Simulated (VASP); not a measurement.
# Ag in VASP: further runs

The runs below take Ag through single point, with PBE+D3(BJ).

Everything below comes from runs of VASP 6.6.1. Logs are shortened: lines on timing, memory, paths and dates and some standing lists are left out, and cuts for length are marked.

### Step 1. The cell of the first run

The typed cell holds 2 atoms: a = 3.814 Å, b = 3.814 Å, c = 3.817 Å, α = 59.98°, β = 59.97°, γ = 60.05°.

### Step 2. Single point, PBE+D3(BJ)

File INCAR:

```
SYSTEM = Ag
PREC = Accurate
ENCUT = 520
EDIFF = 1E-6
ISMEAR = 0
SIGMA = 0.1
LREAL = .False.
LASPH = .True.
NELM = 80
ALGO = Fast
ISIF = 2
LWAVE = .False.
LCHARG = .False.
GGA = PE
IVDW = 12
NBANDS = 18
```

File KPOINTS:

```
Automatic mesh
0
Gamma
  4 4 4
  0 0 0
```

File POSCAR:

```
Ag
1.0
    0.0000000000      2.6990881880      2.6949403209
    2.6990016464      0.0000000000      2.6949403209
    2.6990016464      2.6990881880      0.0000000000
Ag
2
Direct
    0.2500292324      0.2500292324      0.7499707676
    0.7499707676      0.7499707676      0.2500292324
```

Potentials or basis: VASP PAW PBE potentials, release 64 (Ag).

Command:

```bash
$ cat potpaw_PBE.64/Ag/POTCAR > POTCAR
$ mpirun -np 1 vasp_std > vasp.out
```

OUTCAR:

```text
SYSTEM = Ag
   PREC = Accurate
   ENCUT = 520
   EDIFF = 1E-6
   ISMEAR = 0
   LREAL = .False.
   LASPH = .True.
   NELM = 80
   ISIF = 2
   GGA = PE
   IVDW = 12
 IVDW          = 12

 ion  position               nearest neighbor table
   1  0.250  0.250  0.750-   2 2.69   2 2.70   2 2.70   2 2.70   2 2.70   2 2.70
   2  0.750  0.750  0.250-   1 2.69   1 2.70   1 2.70   1 2.70   1 2.70   1 2.70

  LATTYP: Found a face centered orthorhombic cell.
 ALAT       =     5.3898806418
 B/A-ratio  =     1.0015070187
 C/A-ratio  =     1.0015391313

  Lattice vectors:

 A1 = (   2.6990016464,   2.6990881880,   0.0000000000)
 A2 = (   0.0000000000,   2.6990881880,   2.6949403209)
 A3 = (   2.6990016464,   0.0000000000,   2.6949403209)

Analysis of symmetry for initial positions (statically):
=====================================================================
 Subroutine PRICEL returns:
 Original cell was already a primitive cell.

 Routine SETGRP: Setting up the symmetry group for a
 face centered orthorhombic supercell.

 Subroutine GETGRP returns: Found  8 space group operations
 (whereof  8 operations were pure point group operations)
 out of a pool of  8 trial point group operations.

The static configuration has the point symmetry D_2h.

Analysis of symmetry for dynamics (positions and initial velocities):
=====================================================================
 Subroutine PRICEL returns:
 Original cell was already a primitive cell.

 Routine SETGRP: Setting up the symmetry group for a
 face centered orthorhombic supercell.

 Subroutine GETGRP returns: Found  8 space group operations
 (whereof  8 operations were pure point group operations)
 out of a pool of  8 trial point group operations.

The dynamic configuration has the point symmetry D_2h.

 Subroutine INISYM returns: Found  8 space group operations
 (whereof  8 operations are pure point group operations),
 and found     1 'primitive' translations

----------------------------------------------------------------------------------------

                                     Primitive cell

  volume of cell :      39.2644

  direct lattice vectors                    reciprocal lattice vectors
     0.000000000  2.699088188  2.694940321    -0.185253685  0.185247745  0.185532865
     2.699001646  0.000000000  2.694940321     0.185253685 -0.185247745  0.185532865
     2.699001646  2.699088188  0.000000000     0.185253685  0.185247745 -0.185532865

  length of vectors
     3.814155264  3.814094024  3.817025928     0.321026633  0.321026633  0.321026633

  position of ions in fractional coordinates (direct lattice)
     0.250029232  0.250029232  0.749970768
     0.749970768  0.749970768  0.250029232

  ion indices of the primitive-cell ions
   primitive index   ion index
                 1           1
                 2           2

----------------------------------------------------------------------------------------

 KPOINTS: Automatic mesh

Automatic generation of k-mesh.
 Grid dimensions read from file:
 generate k-points for:    4    4    4

 Generating k-lattice:

  Cartesian coordinates                     Fractional coordinates (reciprocal lattice)
    -0.046313421  0.046311936  0.046383216     0.250000000  0.000000000 -0.000000000
     0.046313421 -0.046311936  0.046383216     0.000000000  0.250000000  0.000000000
     0.046313421  0.046311936 -0.046383216    -0.000000000  0.000000000  0.250000000

  Length of vectors
     0.080256658  0.080256658  0.080256658

  Shift w.r.t. Gamma in fractional coordinates (k-lattice)
     0.000000000  0.000000000  0.000000000

 Subroutine IBZKPT returns following result:
 ===========================================

 Found     18 irreducible k-points:

 Following reciprocal coordinates:
            Coordinates               Weight
  0.000000  0.000000  0.000000      1.000000
  0.250000  0.000000  0.000000      8.000000
  0.500000  0.000000  0.000000      4.000000
  0.250000  0.250000  0.000000      2.000000
  0.500000  0.250000  0.000000      8.000000
 -0.250000  0.250000 -0.000000      4.000000
[... 10 lines left out ...]
 -0.250000  0.250000  0.500000      2.000000
  0.000000  0.500000  0.500000      1.000000
   k-points           NKPTS =     18   k-points in BZ     NKDIM =     18   number of bands    NBANDS=     18
   number of dos      NEDOS =    301   number of ions     NIONS =      2
   total plane-waves  NPLWV =  21952
   dimension x,y,z NGX =    28 NGY =   28 NGZ =   28
   dimension x,y,z NGXF=    56 NGYF=   56 NGZF=   56
   ions per type =               2
   NGX,Y,Z   is equivalent  to a cutoff of  12.20, 12.20, 12.20 a.u.
   NGXF,Y,Z  is equivalent  to a cutoff of  24.41, 24.41, 24.39 a.u.
 SYSTEM =  Ag
   PREC   = accura    normal or accurate (medium, high low for compatibility)
   ISTART =      0    job   : 0-new  1-cont  2-samecut
   ICHARG =      2    charge: 1-file 2-atom 10-const
   ISPIN  =      1    spin polarized calculation?
   LNONCOLLINEAR =      F non collinear calculations
   LSORBIT =      F    spin-orbit coupling
   LASPH  =      T    aspherical Exc in radial PAW
   ENCUT  =  520.0 eV  38.22 Ry    6.18 a.u.   7.09  7.09  7.10*2*pi/ulx,y,z
   NELM   =     80;   NELMIN=  2; NELMDL= -5     # of ELM steps
   EDIFF  = 0.1E-05   stopping-criterion for ELM
   LREAL  =      F    real-space projection
   EDIFFG = 0.1E-04   stopping-criterion for IOM
   NSW    =      0    number of steps for IOM
   IBRION =     -1    ionic relax: 0-MD 1-quasi-New 2-CG
   NFREE  =      0    steps in history (QN), initial steepest desc. (CG)
   ISIF   =      2    stress and relaxation
   ISYM   =      2    0-nonsym 1-usesym 2-fastsym
   POTIM  = 0.5000    time-step for ionic-motion
   TEBEG  =    0.0;   TEEND  =   0.0 temperature during run
   PSTRESS=    0.0 pullay stress
   NELECT =      22.0000    total number of electrons
   NUPDOWN=      -1.0000    fix difference up-down
   EMIN   =  10.00;   EMAX   =-10.00  energy-range for DOS
   EFERMI =   0.00;   METHOD = LEGACY
   ISMEAR =     0;   SIGMA  =   0.10  broadening in eV -4-tet -1-fermi 0-gaus
   EFERMI_NEDOS =   21; number of points for ismear=-14 and -15
   IALGO  =     68    algorithm
   IMIX   =      4    mixing-type and parameters
     AMIX     =   0.40;   BMIX     =  1.00
     AMIX_MAG =   1.60;   BMIX_MAG =  1.00
  volume/ion in A,a.u.               =      19.63       132.48
  Fermi-wavevector in a.u.,A,eV,Ry     =   1.349634  2.550438 24.783166  1.821511
  Thomas-Fermi vector in A             =   2.477205
   LORBIT       =      0    0 simple, 1 ext, 2 COOP (PROOUT), +10 PAW based schemes
   GGA     = PE    functional components
   LHFCALC =     F    Hartree Fock is set to
   AEXX    =    0.0000 exact exchange contribution
   IVDW    =    12    specifies the selected vdW correction
   LEPSILON=     F    determine dielectric tensor
   LRPA    =     F    only Hartree local field effects (RPA)
 non-spin polarized calculation
 RMM-DIIS sequential band-by-band and
 Gauss-broadening in eV      SIGMA  =   0.10
  energy-cutoff  :      520.00
  volume of cell :       39.26
 maximum number of plane-waves:      1067
   NGX = 15   NGY = 15   NGZ = 15

 number of electron      22.0000013 magnetization

 Free energy of the ion-electron system (eV)
  ---------------------------------------------------
  ext. energy  EPLUGINS =         0.00000000
  ---------------------------------------------------
  free energy    TOTEN  =        -4.85650746 eV

  energy without entropy =       -4.84838964  energy(sigma->0) =       -4.85244855

 E-fermi :   7.5749     XC(G=0): -11.2934

 val. band max:        5.9283864817   @ k =   0.5000   0.5000   0.0000
 cond. band min:       7.6672911417   @ k =   0.5000   0.2500   0.0000
 fundamental gap:      1.7389046599
 Fermi energy:         7.5748748283

 k-point     1 :       0.0000    0.0000    0.0000
  band No.  band energies     occupation
      1      -0.1325      2.00000
      2       0.5900      2.00000
      3       0.5976      2.00000
      4       1.1618      2.00000
      5       1.1620      2.00000
      6       1.1726      2.00000
[... 10 lines left out ...]
     17      20.8857      0.00000
     18      20.9494      0.00000

 k-point     2 :       0.2500    0.0000    0.0000
  band No.  band energies     occupation
      1       0.9037      2.00000
      2       1.0163      2.00000
      3       1.0226      2.00000
      4       1.3105      2.00000
      5       1.5702      2.00000
      6       1.5763      2.00000
[... 10 lines left out ...]
     17      19.0347      0.00000
     18      19.1561      0.00000

 k-point     3 :       0.5000    0.0000    0.0000
  band No.  band energies     occupation
      1       1.7793      2.00000
      2       1.7793      2.00000
      3       2.1194      2.00000
      4       2.1197      2.00000
      5       2.1200      2.00000
      6       2.1203      2.00000
[... 10 lines left out ...]
     17      17.9605      0.00000
     18      17.9608      0.00000

 k-point     4 :       0.2500    0.2500    0.0000
  band No.  band energies     occupation
      1       0.7014      2.00000
      2       0.7572      2.00000
      3       0.8767      2.00000
      4       1.9296      2.00000
      5       1.9298      2.00000
      6       2.0593      2.00000
[... 249 lines left out ...]
      4       1.4350      2.00000
      5       2.7426      2.00000
      6       2.7505      2.00000
[... 10 lines left out ...]
     17      23.7967      0.00000
     18      25.8592      0.00000

 k-point    17 :      -0.2500    0.2500    0.5000
  band No.  band energies     occupation
      1       1.2176      2.00000
      2       1.2180      2.00000
      3       1.4230      2.00000
      4       1.4231      2.00000
      5       2.6972      2.00000
      6       2.6984      2.00000
[... 10 lines left out ...]
     17      20.0529      0.00000
     18      20.0532      0.00000

 k-point    18 :       0.0000    0.5000    0.5000
  band No.  band energies     occupation
      1       0.5955      2.00000
      2       0.9137      2.00000
      3       1.2270      2.00000
      4       1.4346      2.00000
      5       2.7423      2.00000
      6       2.7503      2.00000
[... 10 lines left out ...]
     17      23.7962      0.00000
     18      25.8371      0.00000

------------------------ aborting loop because EDIFF is reached ----------------------------------------

 Edisp (eV)   -1.03293

 E8    (eV) :    -0.4556

  FORCE on cell =-STRESS in cart. coord.  units (eV):
  Direction    XX          YY          ZZ          XY          YZ          ZX
  --------------------------------------------------------------------------------------
  -------------------------------------------------------------------------------------
  Total      -0.00955    -0.01100     0.05680     0.00000     0.00000     0.00000
  in kB      -0.38959    -0.44877     2.31754     0.00000     0.00000     0.00000
  external pressure =        0.49 kB  Pullay stress =        0.00 kB

 VOLUME and BASIS-vectors are now :
 -----------------------------------------------------------------------------
  energy-cutoff  :      520.00
  volume of cell :       39.26
      direct lattice vectors                 reciprocal lattice vectors
     0.000000000  2.699088188  2.694940321    -0.185253685  0.185247745  0.185532865
     2.699001646  0.000000000  2.694940321     0.185253685 -0.185247745  0.185532865
     2.699001646  2.699088188  0.000000000     0.185253685  0.185247745 -0.185532865

 POSITION                                       TOTAL-FORCE (eV/Angst)
 -----------------------------------------------------------------------------------
      2.69900      2.69909      1.34763         0.000000      0.000000     -0.002014
      2.69900      2.69909      4.04225         0.000000      0.000000      0.002014
 -----------------------------------------------------------------------------------
    total drift:                                0.000000      0.000000      0.000000

  FREE ENERGIE OF THE ION-ELECTRON SYSTEM (eV)
  ---------------------------------------------------
  free  energy   TOTEN  =        -5.8894350190 eV

  energy  without entropy=       -5.8813172050  energy(sigma->0) =       -5.88537611
```

Wall time 10 s (1 thread of Intel Xeon Platinum 8259CL at 2.50GHz (Skylake/Cascade Lake), shared host); peak memory 0.16 GiB.

What came out:

```
Free energy                : -5.8894 eV
Pressure                   : 0.0 GPa
Band gap on the k mesh     : zero (band 11 reaches 8.08 eV, above the bottom of band 12 at 5.21 eV)
Dispersion energy per atom : -0.516 eV
```

Forces on the atoms (eV/Å):
```
Ag   0.000  0.000 -0.002
Ag   0.000  0.000  0.002
```

Levels at points of the mesh, in eV from the Fermi level:
```csv
k point,band 9,band 10,band 11,band 12,band 13,band 14
"(0.00, 0.00, 0.00)",-3.79,-2.90,-2.90,7.75,7.76,7.76
"(0.50, 0.00, 0.00)",-4.87,-4.87,-2.36,-2.36,9.33,9.33
"(0.50, 0.50, 0.00)",-3.70,-2.97,-1.65,0.89,2.90,2.90
"(0.50, 0.00, 0.50)",-3.69,-2.96,-1.66,0.86,2.91,2.92
"(0.00, 0.50, 0.50)",-3.69,-2.96,-1.66,0.86,2.91,2.92
```

Caveat: the k points lie up to 0.50 Å⁻¹ apart; pairwise dispersion overbinds metals, which lowers pressure and volume.

### Step 3. Single point, PBE+D3(BJ)

This run uses another cell than the first one: it holds 1 atom, not 2.

File INCAR:

```
PREC = Accurate
ENCUT = 520
EDIFF = 1E-6
ISMEAR = 0
SIGMA = 0.1
LREAL = F
LASPH = T
NELM = 60
ALGO = Fast
ISIF = 2
LWAVE = F
LCHARG = T
GGA = PE
IVDW = 12
LELF = T
LVHAR = T
NBANDS = 12
```

File KPOINTS:

```
Automatic mesh
0
Gamma
  20 20 20
```

File POSCAR:

```
Ag
1.0
    2.7012499172      0.0000000000      0.0000000000
    0.0000000000      2.7012499172      0.0000000000
    0.0000000000      0.0000000000      2.7012499172
Ag
1
Direct
    0.5000000000      0.5000000000      0.5000000000
```

Potentials or basis: VASP PAW PBE potentials, release 64 (Ag).

Command:

```bash
$ cat potpaw_PBE.64/Ag/POTCAR > POTCAR
$ mpirun -np 1 vasp_std > vasp.out
```

OUTCAR:

```text
PREC = Accurate
   ENCUT = 520
   EDIFF = 1E-6
   ISMEAR = 0
   LREAL = F
   LASPH = T
   NELM = 60
   ISIF = 2
   GGA = PE
   IVDW = 12
 IVDW          = 12

 ion  position               nearest neighbor table
   1  0.500  0.500  0.500-

  LATTYP: Found a simple cubic cell.
 ALAT       =     2.7012499172

  Lattice vectors:

 A1 = (   2.7012499172,   0.0000000000,   0.0000000000)
 A2 = (   0.0000000000,   2.7012499172,   0.0000000000)
 A3 = (   0.0000000000,   0.0000000000,   2.7012499172)

Analysis of symmetry for initial positions (statically):
[... 538 lines left out ...]

 [... further k-points ...]

------------------------ aborting loop because EDIFF is reached ----------------------------------------

 Edisp (eV)   -0.51441

 E8    (eV) :    -0.2269

  FORCE on cell =-STRESS in cart. coord.  units (eV):
  Direction    XX          YY          ZZ          XY          YZ          ZX
  --------------------------------------------------------------------------------------
  -------------------------------------------------------------------------------------
  Total      -0.01175    -0.01175    -0.01175     0.00000    -0.00000    -0.00000
  in kB      -0.95476    -0.95476    -0.95476     0.00000    -0.00000    -0.00000
  external pressure =       -0.95 kB  Pullay stress =        0.00 kB

 VOLUME and BASIS-vectors are now :
 -----------------------------------------------------------------------------
  energy-cutoff  :      520.00
  volume of cell :       19.71
      direct lattice vectors                 reciprocal lattice vectors
     2.701249917  0.000000000  0.000000000     0.370198993  0.000000000  0.000000000
     0.000000000  2.701249917  0.000000000     0.000000000  0.370198993  0.000000000
     0.000000000  0.000000000  2.701249917     0.000000000  0.000000000  0.370198993

 POSITION                                       TOTAL-FORCE (eV/Angst)
 -----------------------------------------------------------------------------------
      1.35062      1.35062      1.35062         0.000000      0.000000      0.000000
 -----------------------------------------------------------------------------------
    total drift:                               -0.000000      0.000000     -0.000000

  FREE ENERGIE OF THE ION-ELECTRON SYSTEM (eV)
  ---------------------------------------------------
  free  energy   TOTEN  =        -2.8891918693 eV

  energy  without entropy=       -2.8880197661  energy(sigma->0) =       -2.88860582
```

Run time: 29 s. Hardware: 1 thread of Intel Xeon Platinum 8259CL at 2.50GHz (Skylake/Cascade Lake), shared host; peak memory 0.18 GiB.

Results:

* Free energy: -2.8892 eV
* Pressure: -0.1 GPa
* Dispersion energy per atom: -0.514 eV

Caveat: pairwise dispersion overbinds metals, which lowers pressure and volume.
